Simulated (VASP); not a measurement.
# CdF2 (I4/mmm) in VASP: a series of runs

CdF2 is run at these levels: LDA; tasks: single point.

All numbers are computed with VASP 6.6.1; they aren't measurements. Logs are shortened: lines on timing, memory, paths and dates and some standing lists are left out, and cuts for length are marked.

## (1) The cell of the first run

The structure is tetragonal, space group I4/mmm (No. 139). The conventional cell has a = 3.810 Å, b = 3.810 Å, c = 6.095 Å, α = 90.00°, β = 90.00°, γ = 90.00°. Within 3.2 Å of Cd (site symmetry 4/mmm) lie 8 F at 2.44 Å. Within 3.2 Å of F (site symmetry -4m2) lie 4 Cd at 2.44 Å and 6 F at 2.69 to 3.05 Å.

## (2) Single point, LDA (strain +0.1312 x Voigt [1, 0, 0, 0, 0, 0])

Input file INCAR:

```
  ALGO = Normal
  EDIFF = 1E-6
  ENCUT = 520
  GGA = CA
  ISIF = 2
  ISMEAR = 0
  LASPH = T
  LCHARG = T
  LELF = T
  LREAL = F
  LVHAR = T
  LWAVE = F
  NBANDS = 20
  NELM = 80
  PREC = Accurate
  SIGMA = 0.05
```

Input file KPOINTS:

```
k-points
0
Gamma
  8 8 8
```

Input file POSCAR:

```
CdF2
1.0
    0.0000000000      2.6940000000      2.6940000000
    3.0474528000      0.0000000000      2.6940000000
    3.0474528000      2.6940000000      0.0000000000
Cd F
1 2
Direct
    0.0000000000      0.0000000000      0.0000000000
    0.2500000000      0.2500000000      0.2500000000
    0.7500000000      0.7500000000      0.7500000000
```

Potentials or basis: VASP PAW LDA potentials, release 64 (Cd, F).

On the command line:

```console
> cat potpaw_LDA.64/Cd/POTCAR potpaw_LDA.64/F/POTCAR > POTCAR
> mpirun -np 1 vasp_std > vasp.out
```

OUTCAR:

```text
EDIFF = 1E-6
   ENCUT = 520
   GGA = CA
   ISIF = 2
   ISMEAR = 0
   LASPH = T
   LREAL = F
   NELM = 80
   PREC = Accurate

 ion  position               nearest neighbor table
   1  0.000  0.000  0.000-   3 2.44   3 2.44   2 2.44   3 2.44   2 2.44   2 2.44   3 2.44   2 2.44

   2  0.250  0.250  0.250-   1 2.44   1 2.44   1 2.44   1 2.44
   3  0.750  0.750  0.750-   1 2.44   1 2.44   1 2.44   1 2.44

  LATTYP: Found a body centered tetragonal cell.
 ALAT       =     3.8098913370
 C/A-ratio  =     1.5997583818

  Lattice vectors:

 A1 = (   3.0474528000,   0.0000000000,   2.6940000000)
 A2 = (   3.0474528000,   0.0000000000,  -2.6940000000)
 A3 = (  -3.0474528000,   2.6940000000,   0.0000000000)

Analysis of symmetry for initial positions (statically):
=====================================================================
 Subroutine PRICEL returns:
 Original cell was already a primitive cell.

 Routine SETGRP: Setting up the symmetry group for a
 body centered tetragonal supercell.

 Subroutine GETGRP returns: Found 16 space group operations
 (whereof 16 operations were pure point group operations)
 out of a pool of 16 trial point group operations.

The static configuration has the point symmetry D_4h.

Analysis of symmetry for dynamics (positions and initial velocities):
=====================================================================
 Subroutine PRICEL returns:
 Original cell was already a primitive cell.

 Routine SETGRP: Setting up the symmetry group for a
 body centered tetragonal supercell.

 Subroutine GETGRP returns: Found 16 space group operations
 (whereof 16 operations were pure point group operations)
 out of a pool of 16 trial point group operations.

The dynamic configuration has the point symmetry D_4h.

 Subroutine INISYM returns: Found 16 space group operations
 (whereof 16 operations are pure point group operations),
 and found     1 'primitive' translations

----------------------------------------------------------------------------------------

                                     Primitive cell

  volume of cell :      44.2346

  direct lattice vectors                    reciprocal lattice vectors
     0.000000000  2.694000000  2.694000000    -0.164071450  0.185597624  0.185597624
     3.047452800  0.000000000  2.694000000     0.164071450 -0.185597624  0.185597624
     3.047452800  2.694000000  0.000000000     0.164071450  0.185597624 -0.185597624
[... 84 lines left out ...]
   ENCUT  =  520.0 eV  38.22 Ry    6.18 a.u.   7.08  7.56  7.56*2*pi/ulx,y,z
   NELM   =     80;   NELMIN=  2; NELMDL= -5     # of ELM steps
   EDIFF  = 0.1E-05   stopping-criterion for ELM
   LREAL  =      F    real-space projection
   EDIFFG = 0.1E-04   stopping-criterion for IOM
   NSW    =      0    number of steps for IOM
   IBRION =     -1    ionic relax: 0-MD 1-quasi-New 2-CG
   NFREE  =      0    steps in history (QN), initial steepest desc. (CG)
   ISIF   =      2    stress and relaxation
   ISYM   =      2    0-nonsym 1-usesym 2-fastsym
   POTIM  = 0.5000    time-step for ionic-motion
   TEBEG  =    0.0;   TEEND  =   0.0 temperature during run
   PSTRESS=    0.0 pullay stress
   NELECT =      26.0000    total number of electrons
   NUPDOWN=      -1.0000    fix difference up-down
   EMIN   =  10.00;   EMAX   =-10.00  energy-range for DOS
   EFERMI =   0.00;   METHOD = LEGACY
   ISMEAR =     0;   SIGMA  =   0.05  broadening in eV -4-tet -1-fermi 0-gaus
   EFERMI_NEDOS =   21; number of points for ismear=-14 and -15
   IALGO  =     38    algorithm
   IMIX   =      4    mixing-type and parameters
     AMIX     =   0.40;   BMIX     =  1.00
     AMIX_MAG =   1.60;   BMIX_MAG =  1.00
  volume/ion in A,a.u.               =      14.74        99.50
  Fermi-wavevector in a.u.,A,eV,Ry     =   1.371340  2.591457 25.586764  1.880574
  Thomas-Fermi vector in A             =   2.497046
   LORBIT       =      0    0 simple, 1 ext, 2 COOP (PROOUT), +10 PAW based schemes
   GGA     = CA    functional components
   LHFCALC =     F    Hartree Fock is set to
   AEXX    =    0.0000 exact exchange contribution
   IVDW    =     0    specifies the selected vdW correction
   LEPSILON=     F    determine dielectric tensor
   LRPA    =     F    only Hartree local field effects (RPA)
 non-spin polarized calculation
 Gauss-broadening in eV      SIGMA  =   0.05
  energy-cutoff  :      520.00
  volume of cell :       44.23
 maximum number of plane-waves:      1210
   NGX = 15   NGY = 15   NGZ = 15

 number of electron      26.0000013 magnetization

 Free energy of the ion-electron system (eV)
  ---------------------------------------------------
  ext. energy  EPLUGINS =         0.00000000
  ---------------------------------------------------
  free energy    TOTEN  =       -12.26127239 eV

  energy without entropy =      -12.26127239  energy(sigma->0) =      -12.26127239

 E-fermi :  -2.0827     XC(G=0): -10.4838

 val. band max:       -2.3104179683   @ k =   0.5000  -0.2500   0.2500
 cond. band min:      -0.2663753123   @ k =   0.0000   0.0000   0.0000
 fundamental gap:      2.0440426560
 Fermi energy:        -2.0826548921

 k-point     1 :       0.0000    0.0000    0.0000
  band No.  band energies     occupation
      1     -22.3035      2.00000
      2     -21.3872      2.00000
      3      -7.9396      2.00000
      4      -7.8366      2.00000
      5      -7.8366      2.00000
      6      -7.1359      2.00000
[... 541 lines left out ...]
     19      15.2181      0.00000
     20      16.2375      0.00000

 [... further k-points ...]

------------------------ aborting loop because EDIFF is reached ----------------------------------------

  FORCE on cell =-STRESS in cart. coord.  units (eV):
  Direction    XX          YY          ZZ          XY          YZ          ZX
  --------------------------------------------------------------------------------------
  -------------------------------------------------------------------------------------
  Total       -6.2527946     -2.7127944     -2.7127944      0.0000000      0.0000000      0.0000000
  in kB     -226.4762062    -98.2574065    -98.2574065      0.0000000      0.0000000      0.0000000
  external PRESSURE =    -140.9970064 kB  Pullay stress =       0.0000000 kB

 VOLUME and BASIS-vectors are now :
 -----------------------------------------------------------------------------
  energy-cutoff  :      520.00
  volume of cell :       44.23
      direct lattice vectors                 reciprocal lattice vectors
     0.000000000  2.694000000  2.694000000    -0.164071450  0.185597624  0.185597624
     3.047452800  0.000000000  2.694000000     0.164071450 -0.185597624  0.185597624
     3.047452800  2.694000000  0.000000000     0.164071450  0.185597624 -0.185597624

 POSITION                                       TOTAL-FORCE (eV/Angst)
 -----------------------------------------------------------------------------------
      0.00000      0.00000      0.00000        -0.000000      0.000000      0.000000
      1.52373      1.34700      1.34700        -0.000000      0.000000      0.000000
      4.57118      4.04100      4.04100         0.000000     -0.000000     -0.000000
 -----------------------------------------------------------------------------------
    total drift:                                0.000000      0.000000      0.000000

  FREE ENERGIE OF THE ION-ELECTRON SYSTEM (eV)
  ---------------------------------------------------
  free  energy   TOTEN  =       -12.2612723863 eV

  energy  without entropy=      -12.2612723863  energy(sigma->0) =      -12.26127239
```

OSZICAR:

```text
N       E                     dE             d eps       ncg     rms          rms(c)
DAV:   1     0.188839650906E+03    0.18884E+03   -0.15156E+04  2488   0.129E+03
DAV:   2    -0.527900355387E+01   -0.19412E+03   -0.18647E+03  2592   0.333E+02
DAV:   3    -0.140594953862E+02   -0.87805E+01   -0.87539E+01  2644   0.766E+01
DAV:   4    -0.140994960518E+02   -0.40001E-01   -0.39998E-01  2596   0.542E+00
DAV:   5    -0.140996462676E+02   -0.15022E-03   -0.15022E-03  2684   0.300E-01    0.858E+00
DAV:   6    -0.123128294891E+02    0.17868E+01   -0.41852E+00  3052   0.413E+01    0.623E+00
DAV:   7    -0.123165307601E+02   -0.37013E-02   -0.88897E-01  2440   0.826E+00    0.351E+00
DAV:   8    -0.122755519891E+02    0.40979E-01   -0.24131E-01  2620   0.399E+00    0.873E-01
DAV:   9    -0.122610294207E+02    0.14523E-01   -0.47943E-02  2888   0.211E+00    0.137E-01
DAV:  10    -0.122612452782E+02   -0.21586E-03   -0.35470E-03  2456   0.678E-01    0.110E-01
DAV:  11    -0.122613518336E+02   -0.10656E-03   -0.64940E-04  2820   0.283E-01    0.842E-02
DAV:  12    -0.122612724154E+02    0.79418E-04   -0.28782E-04  2584   0.143E-01    0.131E-02
DAV:  13    -0.122612725216E+02   -0.10627E-06   -0.19699E-05  2576   0.362E-02    0.699E-03
DAV:  14    -0.122612723863E+02    0.13532E-06   -0.52044E-07  1744   0.730E-03
   1 F= -.12261272E+02 E0= -.12261272E+02  d E =-.115896E-12
```

Wall time 28 s (1 thread of Intel Xeon Platinum 8488C (Sapphire Rapids), shared host); peak memory 0.17 GiB.

What came out:

```yaml
Free_energy: -12.2613 eV
Pressure: -14.1 GPa
Band_gap_on_the_k_mesh: 2.04 eV, indirect (least direct gap 2.61 eV)
```

Caveat: the cell differs from its parent crystal (strain +0.1312 x Voigt [1, 0, 0, 0, 0, 0]). A k mesh can miss the band edges.

(Continued in part 2 of 2.)
